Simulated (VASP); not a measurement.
# N (P2_13) in VASP: a series of runs, part 2 of 2

VASP 6.6.1. The steps go on from the part before.

## Step 3: Single point, PBEsol

This run uses another cell than the first one, of 45.07 Å³/atom.

File POSCAR:

```
N
1.0
    5.6490000000      0.0000000000      0.0000000000
    0.0000000000      5.6490000000      0.0000000000
    0.0000000000      0.0000000000      5.6490000000
N
4
Direct
    0.0300000000      0.0300000000      0.0300000000
    0.4700000000      0.9700000000      0.5300000000
    0.5300000000      0.4700000000      0.9700000000
    0.9700000000      0.5300000000      0.4700000000
```

File INCAR.step1:

```
SYSTEM = N
PREC = Accurate ; ENCUT = 520
EDIFF = 1E-7 ; ISMEAR = -1
SIGMA = 0.02 ; LREAL = .False.
LASPH = .True. ; NELM = 80
ALGO = Normal ; ISIF = 2
LWAVE = .False. ; LCHARG = .True.
GGA = PS ; NBANDS = 18
```

File KPOINTS.step1:

```
Automatic mesh
0
Gamma
  4 4 4
  0 0 0
```

File INCAR.step2:

```
SYSTEM = N
PREC = Accurate ; ENCUT = 520
EDIFF = 1E-7 ; ISMEAR = -5
SIGMA = 0.02 ; LREAL = .False.
LASPH = .True. ; NELM = 80
ALGO = Normal ; ISIF = 2
LWAVE = .False. ; LCHARG = .False.
GGA = PS ; LORBIT = 10
NEDOS = 1001 ; ICHARG = 11
```

File KPOINTS.step2:

```
Automatic mesh
0
Gamma
  6 6 6
  0 0 0
```

Potentials or basis: VASP PAW PBE potentials, release 64 (N).

Launch:

```
> cat potpaw_PBE.64/N/POTCAR > POTCAR
> cp INCAR.step1 INCAR
> cp KPOINTS.step1 KPOINTS
> mpirun -np 1 vasp_std > vasp.out
> cp INCAR.step2 INCAR
> cp KPOINTS.step2 KPOINTS
> mpirun -np 1 vasp_std > vasp.out
```

OUTCAR:

```text
SYSTEM = N
   PREC = Accurate
   ENCUT = 520
   EDIFF = 1E-7
   ISMEAR = -5
   LREAL = .False.
   LASPH = .True.
   NELM = 80
   ISIF = 2
   GGA = PS
   LORBIT = 10
   ICHARG = 11

 ion  position               nearest neighbor table
   1  0.030  0.030  0.030-
   2  0.470  0.970  0.530-
   3  0.530  0.470  0.970-
   4  0.970  0.530  0.470-

  LATTYP: Found a simple cubic cell.
 ALAT       =     5.6490000000

  Lattice vectors:

 A1 = (   5.6490000000,   0.0000000000,   0.0000000000)
 A2 = (   0.0000000000,   5.6490000000,   0.0000000000)
 A3 = (   0.0000000000,   0.0000000000,   5.6490000000)

Analysis of symmetry for initial positions (statically):
=====================================================================
 Subroutine PRICEL returns:
 Original cell was already a primitive cell.

 Routine SETGRP: Setting up the symmetry group for a
 simple cubic supercell.

 Subroutine GETGRP returns: Found 12 space group operations
 (whereof  3 operations were pure point group operations)
 out of a pool of 48 trial point group operations.

The static configuration has the point symmetry C_3 .
 The point group associated with its full space group is T   .

Analysis of symmetry for dynamics (positions and initial velocities):
=====================================================================
 Subroutine PRICEL returns:
 Original cell was already a primitive cell.

 Routine SETGRP: Setting up the symmetry group for a
 simple cubic supercell.

 Subroutine GETGRP returns: Found 12 space group operations
 (whereof  3 operations were pure point group operations)
 out of a pool of 48 trial point group operations.

The dynamic configuration has the point symmetry C_3 .
 The point group associated with its full space group is T   .

 Subroutine INISYM returns: Found 12 space group operations
 (whereof  3 operations are pure point group operations),
 and found     1 'primitive' translations

----------------------------------------------------------------------------------------

                                     Primitive cell

  volume of cell :     180.2664

  direct lattice vectors                    reciprocal lattice vectors
     5.649000000  0.000000000  0.000000000     0.177022482  0.000000000  0.000000000
     0.000000000  5.649000000  0.000000000     0.000000000  0.177022482  0.000000000
     0.000000000  0.000000000  5.649000000     0.000000000  0.000000000  0.177022482

  length of vectors
     5.649000000  5.649000000  5.649000000     0.177022482  0.177022482  0.177022482

  position of ions in fractional coordinates (direct lattice)
     0.030000000  0.030000000  0.030000000
     0.470000000  0.970000000  0.530000000
     0.530000000  0.470000000  0.970000000
     0.970000000  0.530000000  0.470000000

  ion indices of the primitive-cell ions
   primitive index   ion index
                 1           1
                 2           2
                 3           3
                 4           4

[... 61 lines left out ...]
   NGXF,Y,Z  is equivalent  to a cutoff of  24.72, 24.72, 24.72 a.u.
 SYSTEM =  N
   PREC   = accura    normal or accurate (medium, high low for compatibility)
   ISTART =      0    job   : 0-new  1-cont  2-samecut
   ICHARG =     11    charge: 1-file 2-atom 10-const
   ISPIN  =      1    spin polarized calculation?
   LNONCOLLINEAR =      F non collinear calculations
   LSORBIT =      F    spin-orbit coupling
   LASPH  =      T    aspherical Exc in radial PAW
   ENCUT  =  520.0 eV  38.22 Ry    6.18 a.u.  10.50 10.50 10.50*2*pi/ulx,y,z
   NELM   =     80;   NELMIN=  2; NELMDL=  0     # of ELM steps
   EDIFF  = 0.1E-06   stopping-criterion for ELM
   LREAL  =      F    real-space projection
   EDIFFG = 0.1E-05   stopping-criterion for IOM
   NSW    =      0    number of steps for IOM
   IBRION =     -1    ionic relax: 0-MD 1-quasi-New 2-CG
   NFREE  =      0    steps in history (QN), initial steepest desc. (CG)
   ISIF   =      2    stress and relaxation
   ISYM   =      2    0-nonsym 1-usesym 2-fastsym
   POTIM  = 0.5000    time-step for ionic-motion
   TEBEG  =    0.0;   TEEND  =   0.0 temperature during run
   PSTRESS=    0.0 pullay stress
   NELECT =      20.0000    total number of electrons
   NUPDOWN=      -1.0000    fix difference up-down
   EMIN   =  10.00;   EMAX   =-10.00  energy-range for DOS
   EFERMI =   0.00;   METHOD = LEGACY
   ISMEAR =    -5;   SIGMA  =   0.02  broadening in eV -4-tet -1-fermi 0-gaus
   EFERMI_NEDOS =   21; number of points for ismear=-14 and -15
   IALGO  =     38    algorithm
   IMIX   =      4    mixing-type and parameters
     AMIX     =   0.40;   BMIX     =  1.00
     AMIX_MAG =   1.60;   BMIX_MAG =  1.00
  volume/ion in A,a.u.               =      45.07       304.12
  Fermi-wavevector in a.u.,A,eV,Ry     =   0.786647  1.486547  8.419470  0.618814
  Thomas-Fermi vector in A             =   1.891228
   LORBIT       =     10    0 simple, 1 ext, 2 COOP (PROOUT), +10 PAW based schemes
   GGA     = PS    functional components
   LHFCALC =     F    Hartree Fock is set to
   AEXX    =    0.0000 exact exchange contribution
   IVDW    =     0    specifies the selected vdW correction
   LEPSILON=     F    determine dielectric tensor
   LRPA    =     F    only Hartree local field effects (RPA)
 non-spin polarized calculation
 Fermi weights with tetrahedron method with Bloechl corrections
  energy-cutoff  :      520.00
  volume of cell :      180.27
 maximum number of plane-waves:      4945

 number of electron      20.0000000 magnetization

 Free energy of the ion-electron system (eV)
  ---------------------------------------------------
  ext. energy  EPLUGINS =         0.00000000
  ---------------------------------------------------
  free energy    TOTEN  =        -2.54040228 eV

  energy without entropy =       -2.54040228  energy(sigma->0) =       -2.54040228

 E-fermi :  -5.4311     XC(G=0):  -5.0976

 val. band max:       -5.4227525805   @ k =   0.3333   0.3333   0.3333
 cond. band min:      -5.4525186036   @ k =   0.5000   0.5000   0.0000
 fundamental gap:     -0.0297660231
 Fermi energy:        -5.4311042566

 k-point     1 :       0.0000    0.0000    0.0000
  band No.  band energies     occupation
      1     -17.1167      2.00000
      2     -16.9173      2.00000
      3     -16.9173      2.00000
      4     -16.9173      2.00000
      5      -5.9223      2.00000
      6      -5.9223      2.00000
      7      -5.9223      2.00000
      8      -5.4782      2.00000
      9      -5.4782      2.00000
     10      -5.4782      2.00000
     11      -5.4424      2.34047
     12      -5.4424      0.62645
     13      -5.3949      0.00000
     14      -5.2055      0.00000
[... 377 lines left out ...]
      1     -16.9649      2.00000
      2     -16.9649      2.00000
      3     -16.9649      2.00000
      4     -16.9649      2.00000
      5      -6.0101      2.00000
      6      -6.0101      2.00000
      7      -6.0101      2.00000
      8      -6.0101      2.00000
      9      -5.2957     -0.29352
     10      -5.2957     -0.01538
     11      -5.2956      0.00000
     12      -5.2956      0.00000
     13      -5.2763      0.00000
     14      -5.2763      0.00000

------------------------ aborting loop because EDIFF is reached ----------------------------------------

  FORCE on cell =-STRESS in cart. coord.  units (eV):
  Direction    XX          YY          ZZ          XY          YZ          ZX
  --------------------------------------------------------------------------------------
  -------------------------------------------------------------------------------------
  Total       -4.7549789     -4.7549789     -4.7549789     -0.0000000     -0.0000000     -0.0000000
  in kB      -42.2614557    -42.2614557    -42.2614557     -0.0000000     -0.0000000     -0.0000000
  external PRESSURE =     -42.2614557 kB  Pullay stress =       0.0000000 kB

 VOLUME and BASIS-vectors are now :
 -----------------------------------------------------------------------------
  energy-cutoff  :      520.00
  volume of cell :      180.27
      direct lattice vectors                 reciprocal lattice vectors
     5.649000000  0.000000000  0.000000000     0.177022482  0.000000000  0.000000000
     0.000000000  5.649000000  0.000000000     0.000000000  0.177022482  0.000000000
     0.000000000  0.000000000  5.649000000     0.000000000  0.000000000  0.177022482

 POSITION                                       TOTAL-FORCE (eV/Angst)
 -----------------------------------------------------------------------------------
      0.16947      0.16947      0.16947         0.234570      0.234570      0.234570
      2.65503      5.47953      2.99397        -0.234570     -0.234570      0.234570
      2.99397      2.65503      5.47953         0.234570     -0.234570     -0.234570
      5.47953      2.99397      2.65503        -0.234570      0.234570     -0.234570
 -----------------------------------------------------------------------------------
    total drift:                                0.000000      0.000000      0.000000

  FREE ENERGIE OF THE ION-ELECTRON SYSTEM (eV)
  ---------------------------------------------------
  free  energy   TOTEN  =        -2.5404022841 eV

  energy  without entropy=       -2.5404022841  energy(sigma->0) =       -2.54040228

 total charge

# of ion       s       p       d       tot
------------------------------------------
    1        1.386   1.789   0.000   3.175
    2        1.386   1.789   0.000   3.175
    3        1.386   1.789   0.000   3.175
    4        1.386   1.789   0.000   3.175
--------------------------------------------------
tot          5.542   7.156   0.000  12.698
```

Run time: 2.7 min. Hardware: 1 thread of Intel Xeon 8259CL, shared host; peak memory 0.25 GiB.

What came out:

- Valence electrons inside the program's atomic spheres: N 3.17

Caveat: the PAW data sets were made with another functional, which shifts forces and pressure a little; tetrahedron occupations give inexact forces and stress in metals.
